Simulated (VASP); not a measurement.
# Ta2N (P-31m) in VASP: a series of runs

Runs on Ta2N. Level: LDA. Tasks: single point.

All numbers are computed with VASP 6.6.1; they aren't measurements. Logs are shortened: lines on timing, memory, paths and dates and some standing lists are left out, and cuts for length are marked.

### Step 1. The cell of the first run

Symmetry: P-31m, No. 162, trigonal system. The conventional cell has a = 5.161 Å, b = 5.161 Å, c = 5.013 Å, α = 90.00°, β = 90.00°, γ = 120.00°. Ta (site symmetry m) has 3 N at 1.92 to 2.25 Å and 2 Ta at 2.55 Å within 2.6 Å. N (site symmetry 32) has 6 Ta at 2.25 Å and 3 N at 2.98 Å within 3.0 Å. Within 2.6 Å of N (site symmetry -3m) lie 6 Ta at 1.92 Å.

### Step 2. Single point, LDA (c/a of the conventional cell at fixed volume 0.9713)

Input file INCAR:

```
SYSTEM = Ta2N
  PREC = Accurate
  ENCUT = 520
  EDIFF = 1E-6
  ISMEAR = 0
  SIGMA = 0.15
  LREAL = .False.
  LASPH = .True.
  NELM = 100
  ALGO = Normal
  ISIF = 2
  LWAVE = .False.
  LCHARG = .True.
  GGA = CA
  LELF = .True.
  LVHAR = .True.
  NBANDS = 50
```

Input file KPOINTS:

```
regular mesh
0
Gamma
  9 9 8
  0 0 0
```

Input file POSCAR:

```
Ta2N
1.0
    5.1609728685      0.0000000000      0.0000000000
   -2.5804864342      4.4695336123      0.0000000000
    0.0000000000      0.0000000000      5.0128529472
Ta N
6 3
Direct
    0.7147405334      0.7147405334      0.7526041962
    0.0000000000      0.2852594666      0.7526041962
    0.2852594666      0.0000000000      0.7526041962
    0.2852594666      0.2852594666      0.2473958038
    0.0000000000      0.7147405334      0.2473958038
    0.7147405334      0.0000000000      0.2473958038
    0.6666666667      0.3333333333      0.5000000000
    0.3333333333      0.6666666667      0.5000000000
    0.0000000000      0.0000000000      0.0000000000
```

Potentials or basis: VASP PAW LDA potentials, release 64 (Ta_pv, N).

Command:

```
$ cat potpaw_LDA.64/Ta_pv/POTCAR potpaw_LDA.64/N/POTCAR > POTCAR
$ mpirun -np 1 vasp_std > vasp.out
```

OUTCAR:

```text
SYSTEM = Ta2N
   PREC = Accurate
   ENCUT = 520
   EDIFF = 1E-6
   ISMEAR = 0
   LREAL = .False.
   LASPH = .True.
   NELM = 100
   ISIF = 2
   GGA = CA

 ion  position               nearest neighbor table
   1  0.715  0.715  0.753-   9 1.92   7 2.25   8 2.25   2 2.55   3 2.55   6 2.88   5 2.88   6 2.93
                             5 2.93   3 3.22   2 3.22   3 3.22   2 3.22   4 3.33   4 3.37
   2  0.000  0.285  0.753-   9 1.92   7 2.25   8 2.25   1 2.55   3 2.55   6 2.88   4 2.88   6 2.93
                             4 2.93   3 3.22   1 3.22   1 3.22   3 3.22   5 3.33   5 3.37
   3  0.285  0.000  0.753-   9 1.92   8 2.25   7 2.25   2 2.55   1 2.55   4 2.88   5 2.88   4 2.93
                             5 2.93   2 3.22   1 3.22   1 3.22   2 3.22   6 3.33   6 3.37
   4  0.285  0.285  0.247-   9 1.92   8 2.25   7 2.25   5 2.55   6 2.55   3 2.88   2 2.88   3 2.93
                             2 2.93   6 3.22   5 3.22   6 3.22   5 3.22   1 3.33   1 3.37
   5  0.000  0.715  0.247-   9 1.92   8 2.25   7 2.25   4 2.55   6 2.55   3 2.88   1 2.88   3 2.93
                             1 2.93   6 3.22   4 3.22   4 3.22   6 3.22   2 3.33   2 3.37
   6  0.715  0.000  0.247-   9 1.92   7 2.25   8 2.25   5 2.55   4 2.55   1 2.88   2 2.88   1 2.93
                             2 2.93   5 3.22   4 3.22   4 3.22   5 3.22   3 3.33   3 3.37
   7  0.667  0.333  0.500-   6 2.25   2 2.25   5 2.25   3 2.25   1 2.25   4 2.25
   8  0.333  0.667  0.500-   3 2.25   5 2.25   2 2.25   6 2.25   4 2.25   1 2.25
   9  0.000  0.000  0.000-   2 1.92   5 1.92   4 1.92   1 1.92   3 1.92   6 1.92

  LATTYP: Found a hexagonal cell.
 ALAT       =     5.1609728685
 C/A-ratio  =     0.9713000000

  Lattice vectors:

 A1 = (   5.1609728685,   0.0000000000,   0.0000000000)
 A2 = (  -2.5804864342,   4.4695336123,   0.0000000000)
 A3 = (   0.0000000000,   0.0000000000,   5.0128529472)

Analysis of symmetry for initial positions (statically):
=====================================================================
 Subroutine PRICEL returns:
 Original cell was already a primitive cell.

 Routine SETGRP: Setting up the symmetry group for a
 hexagonal supercell.

 Subroutine GETGRP returns: Found 12 space group operations
 (whereof 12 operations were pure point group operations)
 out of a pool of 24 trial point group operations.

The static configuration has the point symmetry D_3d.

Analysis of symmetry for dynamics (positions and initial velocities):
=====================================================================
 Subroutine PRICEL returns:
 Original cell was already a primitive cell.

 Routine SETGRP: Setting up the symmetry group for a
 hexagonal supercell.

 Subroutine GETGRP returns: Found 12 space group operations
 (whereof 12 operations were pure point group operations)
 out of a pool of 24 trial point group operations.
[... 123 lines left out ...]
   POTIM  = 0.5000    time-step for ionic-motion
   TEBEG  =    0.0;   TEEND  =   0.0 temperature during run
   PSTRESS=    0.0 pullay stress
   NELECT =      81.0000    total number of electrons
   NUPDOWN=      -1.0000    fix difference up-down
   EMIN   =  10.00;   EMAX   =-10.00  energy-range for DOS
   EFERMI =   0.00;   METHOD = LEGACY
   ISMEAR =     0;   SIGMA  =   0.15  broadening in eV -4-tet -1-fermi 0-gaus
   EFERMI_NEDOS =   21; number of points for ismear=-14 and -15
   IALGO  =     38    algorithm
   IMIX   =      4    mixing-type and parameters
     AMIX     =   0.40;   BMIX     =  1.00
     AMIX_MAG =   1.60;   BMIX_MAG =  1.00
  volume/ion in A,a.u.               =      12.85        86.70
  Fermi-wavevector in a.u.,A,eV,Ry     =   1.453930  2.747530 28.761537  2.113913
  Thomas-Fermi vector in A             =   2.571140
   LORBIT       =      0    0 simple, 1 ext, 2 COOP (PROOUT), +10 PAW based schemes
   GGA     = CA    functional components
   LHFCALC =     F    Hartree Fock is set to
   AEXX    =    0.0000 exact exchange contribution
   IVDW    =     0    specifies the selected vdW correction
   LEPSILON=     F    determine dielectric tensor
   LRPA    =     F    only Hartree local field effects (RPA)
 non-spin polarized calculation
 Gauss-broadening in eV      SIGMA  =   0.15
  energy-cutoff  :      520.00
  volume of cell :      115.63
 maximum number of plane-waves:      3145
 NGX is ok and might be reduce to    40
   NGX = 19   NGY = 19   NGZ = 19

 number of electron      81.0000003 magnetization

 Free energy of the ion-electron system (eV)
  ---------------------------------------------------
  ext. energy  EPLUGINS =         0.00000000
  ---------------------------------------------------
  free energy    TOTEN  =      -107.55760816 eV

  energy without entropy =     -107.49958306  energy(sigma->0) =     -107.52859561

 E-fermi :   7.0799     XC(G=0): -13.2547

 val. band max:        7.0749333208   @ k =   0.0000   0.0000   0.5000
 cond. band min:       7.0843723892   @ k =  -0.1111   0.4444   0.2500
 fundamental gap:      0.0094390684
 Fermi energy:         7.0798573585

 k-point     1 :       0.0000    0.0000    0.0000
  band No.  band energies     occupation
      1     -28.7895      2.00000
      2     -28.0754      2.00000
      3     -27.6524      2.00000
      4     -27.5517      2.00000
      5     -27.5517      2.00000
      6     -27.4211      2.00000
[... 1261 lines left out ...]
     49      10.9584      0.00000
     50      11.0601      0.00000

 [... further k-points ...]
[... 5 lines left out ...]
  --------------------------------------------------------------------------------------
  -------------------------------------------------------------------------------------
  Total       24.8040187     24.8040187     11.1898335      0.0000000     -0.0000000      0.0000000
  in kB      343.6797034    343.6797034    155.0441761      0.0000000     -0.0000000      0.0000000
  external PRESSURE =     280.8011943 kB  Pullay stress =       0.0000000 kB

 VOLUME and BASIS-vectors are now :
 -----------------------------------------------------------------------------
  energy-cutoff  :      520.00
  volume of cell :      115.63
      direct lattice vectors                 reciprocal lattice vectors
     5.160972869  0.000000000  0.000000000     0.193761918  0.111868495  0.000000000
    -2.580486434  4.469533612  0.000000000     0.000000000  0.223736991  0.000000000
     0.000000000  0.000000000  5.012852947     0.000000000  0.000000000  0.199487200

 POSITION                                       TOTAL-FORCE (eV/Angst)
 -----------------------------------------------------------------------------------
      1.84438      3.19456      3.77269        -4.881325     -8.454703     -3.324448
     -0.73611      1.27498      3.77269        -4.881325      8.454703     -3.324448
      1.47222      0.00000      3.77269         9.762650     -0.000000     -3.324448
      0.73611      1.27498      1.24016         4.881325      8.454703      3.324448
     -1.84438      3.19456      1.24016         4.881325     -8.454703      3.324448
      3.68876      0.00000      1.24016        -9.762650      0.000000      3.324448
      2.58049      1.48984      2.50643         0.000000     -0.000000      0.000000
     -0.00000      2.97969      2.50643         0.000000      0.000000      0.000000
      0.00000      0.00000      0.00000         0.000000      0.000000      0.000000
 -----------------------------------------------------------------------------------
    total drift:                                0.000000      0.000000     -0.000000

  FREE ENERGIE OF THE ION-ELECTRON SYSTEM (eV)
  ---------------------------------------------------
  free  energy   TOTEN  =      -107.5576081601 eV

  energy  without entropy=     -107.4995830554  energy(sigma->0) =     -107.52859561
```

OSZICAR:

```text
N       E                     dE             d eps       ncg     rms          rms(c)
DAV:   1     0.855803268223E+03    0.85580E+03   -0.44366E+04  8100   0.171E+03
DAV:   2    -0.558006561288E+02   -0.91160E+03   -0.87961E+03  8836   0.513E+02
DAV:   3    -0.116792432863E+03   -0.60992E+02   -0.59092E+02 10222   0.120E+02
DAV:   4    -0.118244539006E+03   -0.14521E+01   -0.14330E+01  9768   0.175E+01
DAV:   5    -0.118280363919E+03   -0.35825E-01   -0.35765E-01 10224   0.232E+00    0.594E+01
DAV:   6    -0.108374724323E+03    0.99056E+01   -0.56937E+01  9824   0.319E+01    0.285E+01
DAV:   7    -0.107766476856E+03    0.60825E+00   -0.55731E+00  9768   0.100E+01    0.126E+01
DAV:   8    -0.107562623975E+03    0.20385E+00   -0.84779E-01 10552   0.449E+00    0.222E+00
DAV:   9    -0.107560305059E+03    0.23189E-02   -0.78911E-02  9624   0.121E+00    0.527E-01
DAV:  10    -0.107558432317E+03    0.18727E-02   -0.26307E-02 10598   0.734E-01    0.275E-01
DAV:  11    -0.107557608072E+03    0.82425E-03   -0.49488E-03 10504   0.303E-01    0.959E-02
DAV:  12    -0.107557622539E+03   -0.14467E-04   -0.99289E-04 10094   0.122E-01    0.301E-02
DAV:  13    -0.107557608823E+03    0.13716E-04   -0.65432E-05  9968   0.399E-02    0.140E-02
DAV:  14    -0.107557608160E+03    0.66282E-06   -0.66442E-06  8220   0.114E-02
   1 F= -.10755761E+03 E0= -.10752860E+03  d E =-.580251E-01
```

stdout:

```text
POSCAR found type information on POSCAR TaN
 POSCAR found :  2 types and       9 ions
 scaLAPACK will be used
 LDA part: xc-table for (Slater(with rela. corr.)+CA(PZ))
 , standard interpolation
 POSCAR, INCAR and KPOINTS ok, starting setup
 FFT: planning ... GRIDC
 FFT: planning ... GRID_SOFT
 FFT: planning ... GRID
 WAVECAR not read
 entering main loop
```

It took 6.5 min on 1 thread of Intel Xeon Platinum 8488C (Sapphire Rapids), shared host; peak memory 0.43 GiB.

Results:

```yaml
Free_energy: -107.5576 eV
Pressure: 28.1 GPa
Largest_force: 10.313 eV/Å
```

Forces on the atoms (eV/Å):
```
Ta  -4.881 -8.455 -3.324
Ta  -4.881  8.455 -3.324
Ta   9.763  0.000 -3.324
Ta   4.881  8.455  3.324
Ta   4.881 -8.455  3.324
Ta  -9.763  0.000  3.324
N    0.000  0.000  0.000
N    0.000  0.000  0.000
N    0.000  0.000  0.000
```

Levels at points of the mesh, in eV from the Fermi level:
```
           k point  band 39  band 40  band 41  band 42  band 43  band 44
(0.00, 0.00, 0.00)    -0.38    -0.13    -0.13     0.37     0.37     1.67
(0.00, 0.00, 0.50)    -0.79    -0.79    -0.62     0.00     0.00     1.96
```

Caveat: spin-orbit coupling is left out, which moves the levels of the heavy elements; forces of over 1 eV/Å act on the atoms, so gaps and moduli don't describe the material at rest.

### Step 3. Single point, LDA (c/a of the conventional cell at fixed volume 0.8966)

Input file INCAR:

```
PREC = Accurate
ENCUT = 520
EDIFF = 1E-6
ISMEAR = 0
SIGMA = 0.15
LREAL = F
LASPH = T
NELM = 100
ALGO = Normal
ISIF = 2
LWAVE = F
LCHARG = F
NBANDS = 50
```

Input file KPOINTS:

```
Automatic mesh
0
Gamma
  9 9 8
```

Input file POSCAR:

```
Ta2N
1.0
    5.3004953848      0.0000000000      0.0000000000
   -2.6502476924      4.5903636559      0.0000000000
    0.0000000000      0.0000000000      4.7524241620
Ta N
6 3
Direct
    0.6430231761      0.6430231761      0.7526041962
    0.0000000000      0.3569768239      0.7526041962
    0.3569768239      0.0000000000      0.7526041962
    0.3569768239      0.3569768239      0.2473958038
    0.0000000000      0.6430231761      0.2473958038
    0.6430231761      0.0000000000      0.2473958038
    0.6666666667      0.3333333333      0.5000000000
    0.3333333333      0.6666666667      0.5000000000
    0.0000000000      0.0000000000      0.0000000000
```

Potentials or basis: VASP PAW LDA potentials, release 64 (Ta_pv, N).

Command:

```
$ cat potpaw_LDA.64/Ta_pv/POTCAR potpaw_LDA.64/N/POTCAR > POTCAR
$ mpirun -np 1 vasp_std > vasp.out
```

Run time: 5.7 min. Hardware: 1 thread of Intel Xeon Platinum 8488C (Sapphire Rapids), shared host; peak memory 0.42 GiB.

The run converged. Its results:

```
Free energy   : -112.8007 eV
Pressure      : 6.3 GPa
Largest force : 3.295 eV/Å
```

Forces in eV/Å, atoms in the order of the input:
```
Ta   1.518  2.629  1.283
Ta   1.518 -2.629  1.283
Ta  -3.035  0.000  1.283
Ta  -1.518 -2.629 -1.283
Ta  -1.518  2.629 -1.283
Ta   3.035  0.000 -1.283
N    0.000  0.000  0.000
N    0.000  0.000  0.000
N    0.000  0.000  0.000
```

Stress tensor (GPa, compression positive):
```
 1.99  0.00  0.00
 0.00  1.99  0.00
 0.00  0.00 14.99
```

Levels at points of the mesh, in eV from the Fermi level:
```csv
k point,band 39,band 40,band 41,band 42,band 43,band 44
"(0.00, 0.00, 0.00)",-0.76,-0.69,-0.45,-0.45,-0.01,0.45
"(0.00, 0.00, 0.50)",-1.27,-1.27,-0.34,0.47,0.47,0.75
```

Caveat: spin-orbit coupling is left out, which moves the levels of the heavy elements; forces of over 1 eV/Å act on the atoms, so gaps and moduli don't describe the material at rest.
